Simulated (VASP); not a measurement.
# ScI2Cl (P6/mmm) in VASP: notebook, part 2 of 2

VASP 6.6.1.

### 3 Relaxation of cell and atoms, PBE

This run uses another cell than the first one, of 44.95 Å³/atom.

The input, INCAR:

```
ALGO = Normal ; EDIFF = 1E-6
EDIFFG = -0.01 ; ENCUT = 600
GGA = PE ; IBRION = 2
ISIF = 3 ; ISMEAR = 0
LASPH = True ; LCHARG = False
LREAL = False ; LWAVE = False
NELM = 60 ; NSW = 100
PREC = Accurate ; SIGMA = 0.1
```

The input, KPOINTS:

```
k-points
0
Gamma
  12 12 4
```

The input, POSCAR:

```
ScI2Cl
1.0
    4.3591027538      0.0000000000      0.0000000000
   -2.1795513769      3.7750937225      0.0000000000
    0.0000000000      0.0000000000     10.9248811259
Sc I Cl
1 2 1
Direct
    0.0000000000      0.0000000000      0.5000000000
    0.0000000000      0.0000000000      0.2583915512
    0.0000000000      0.0000000000      0.7416084488
    0.0000000000      0.0000000000      0.0000000000
```

Potentials or basis: VASP PAW PBE potentials, release 64 (Sc_sv, I, Cl).

Run with:

```bash
$ cat potpaw_PBE.64/Sc_sv/POTCAR potpaw_PBE.64/I/POTCAR potpaw_PBE.64/Cl/POTCAR > POTCAR
$ mpirun -np 1 vasp_std > vasp.out
```

OUTCAR:

```text
EDIFF = 1E-6
   EDIFFG = -0.01
   ENCUT = 600
   GGA = PE
   IBRION = 2
   ISIF = 3
   ISMEAR = 0
   LASPH = True
   LREAL = False
   NELM = 60
   NSW = 100
   PREC = Accurate

 ion  position               nearest neighbor table
   1  0.000  0.000  0.500-   2 2.64   3 2.64
   2  0.000  0.000  0.258-   1 2.64   4 2.82
   3  0.000  0.000  0.742-   1 2.64   4 2.82
   4  0.000  0.000  0.000-   2 2.82   3 2.82

  LATTYP: Found a hexagonal cell.
 ALAT       =     4.3591027538
 C/A-ratio  =     2.5062224368

  Lattice vectors:

 A1 = (   4.3591027538,   0.0000000000,   0.0000000000)
 A2 = (  -2.1795513769,   3.7750937225,   0.0000000000)
 A3 = (   0.0000000000,   0.0000000000,  10.9248811259)

Analysis of symmetry for initial positions (statically):
=====================================================================
 Subroutine PRICEL returns:
 Original cell was already a primitive cell.

 Routine SETGRP: Setting up the symmetry group for a
 hexagonal supercell.

 Subroutine GETGRP returns: Found 24 space group operations
 (whereof 24 operations were pure point group operations)
 out of a pool of 24 trial point group operations.

The static configuration has the point symmetry D_6h.

Analysis of symmetry for dynamics (positions and initial velocities):
=====================================================================
 Subroutine PRICEL returns:
 Original cell was already a primitive cell.

 Routine SETGRP: Setting up the symmetry group for a
 hexagonal supercell.

 Subroutine GETGRP returns: Found 24 space group operations
 (whereof 24 operations were pure point group operations)
 out of a pool of 24 trial point group operations.

The dynamic configuration has the point symmetry D_6h.

[... 140 lines left out ...]
   NGX = 17   NGY = 17   NGZ = 43

--------------------------------------- Ionic step        1  -------------------------------------------

 number of electron      31.9999999 magnetization

 Free energy of the ion-electron system (eV)
  ---------------------------------------------------
  ext. energy  EPLUGINS =         0.00000000
  ---------------------------------------------------
  free energy    TOTEN  =       -11.45402650 eV

  energy without entropy =      -11.42183793  energy(sigma->0) =      -11.43793222

------------------------ aborting loop because EDIFF is reached ----------------------------------------

  FORCE on cell =-STRESS in cart. coord.  units (eV):
  Direction    XX          YY          ZZ          XY          YZ          ZX
  --------------------------------------------------------------------------------------
  -------------------------------------------------------------------------------------
  Total       -0.1495237     -0.1495237      1.0317073     -0.0000000     -0.0000000      0.0000000
  in kB       -1.3325363     -1.3325363      9.1944446     -0.0000000     -0.0000000      0.0000000
  external PRESSURE =       2.1764574 kB  Pullay stress =       0.0000000 kB
[... 95 lines left out ...]
  FREE ENERGIE OF THE ION-ELECTRON SYSTEM (eV)
  ---------------------------------------------------
  free  energy   TOTEN  =       -11.4570526465 eV

  energy  without entropy=      -11.4248667638  energy(sigma->0) =      -11.44095971

[... ionic steps 4 to 9 ...]

--------------------------------------- Ionic step       10  -------------------------------------------

 number of electron      31.9999998 magnetization

------------------------ aborting loop because EDIFF is reached ----------------------------------------
[... 71 lines left out ...]
--------------------------------------- Ionic step       12  -------------------------------------------

 number of electron      31.9999998 magnetization

 Free energy of the ion-electron system (eV)
  ---------------------------------------------------
  ext. energy  EPLUGINS =         0.00000000
  ---------------------------------------------------
  free energy    TOTEN  =       -11.45899725 eV

  energy without entropy =      -11.42723998  energy(sigma->0) =      -11.44311861

 E-fermi :   0.7710     XC(G=0):  -7.2461

 val. band max:        0.7688905074   @ k =   0.2500  -0.0000   0.2500
 cond. band min:       0.7874315311   @ k =   0.3333   0.1667   0.2500
 fundamental gap:      0.0185410236
 Fermi energy:         0.7709576482

 k-point     1 :       0.0000    0.0000    0.0000
  band No.  band energies     occupation
      1     -49.8737      2.00000
      2     -28.6115      2.00000
      3     -28.6115      2.00000
      4     -28.2505      2.00000
      5     -12.9500      2.00000
      6     -11.5952      2.00000
[... 541 lines left out ...]
     19       2.0305      0.00000
     20       2.1726      0.00000

 [... further k-points ...]

------------------------ aborting loop because EDIFF is reached ----------------------------------------

  FORCE on cell =-STRESS in cart. coord.  units (eV):
  Direction    XX          YY          ZZ          XY          YZ          ZX
  --------------------------------------------------------------------------------------
  -------------------------------------------------------------------------------------
  Total        0.0215676      0.0215676     -0.0225055      0.0000000     -0.0000000      0.0000000
  in kB        0.1947230      0.1947230     -0.2031906      0.0000000     -0.0000000      0.0000000
  external PRESSURE =       0.0620852 kB  Pullay stress =       0.0000000 kB
[... 19 lines left out ...]
  FREE ENERGIE OF THE ION-ELECTRON SYSTEM (eV)
  ---------------------------------------------------
  free  energy   TOTEN  =       -11.4589972471 eV

  energy  without entropy=      -11.4272399815  energy(sigma->0) =      -11.44311861

 reached required accuracy - stopping structural energy minimisation
```

It took 16 min on 1 thread of Intel Xeon 6975P-C (Granite Rapids), shared host; peak memory 0.55 GiB.

What came out:

- Free energy: -11.4590 eV
- Relaxed volume: 44.36 Å³/atom
- Relaxed cell: a = 4.316 Å, b = 4.316 Å, c = 11.003 Å, α = 90.00°, β = 90.00°, γ = 120.00°
- Space group after relaxing (to 0.1 Å): P6/mmm (No. 191)
- Energy gained by relaxing: 1.2 meV/atom
- Ionic steps: 12
- Pressure after relaxing: 0.0 GPa
- Band gap on the k mesh: zero (bands 16 and 17 overlap by 0.89 eV)

Step by step:
```csv
step,energy change (eV),largest force (eV/Å),pressure (GPa),volume (Å³)
1,0.0000,0.0163,0.22,179.78
2,0.0011,0.1908,-0.43,181.36
3,-0.0030,0.0981,-0.09,180.50
4,-0.0040,0.0646,-0.07,180.08
5,-0.0049,0.0143,-0.01,179.07
6,-0.0049,0.0102,-0.01,179.13
7,-0.0049,0.0035,-0.03,179.00
8,-0.0049,0.0007,-0.04,178.95
9,-0.0049,0.0008,-0.04,178.88
10,-0.0050,0.0006,-0.03,178.68
11,-0.0050,0.0001,-0.03,178.27
12,-0.0050,0.0008,0.01,177.46
```

Final structure:
```
Sc I Cl
1.0
     4.31554    0.00000    0.00000
    -2.15777    3.73737    0.00000
     0.00000    0.00000   11.00260
Sc I Cl
1 2 1
Direct
  0.00000 0.00000 0.50000
  0.00000 0.00000 0.25943
  0.00000 0.00000 0.74057
  0.00000 0.00000 0.00000
```

Caveat: spin-orbit coupling is left out, which moves the levels of the heavy elements.
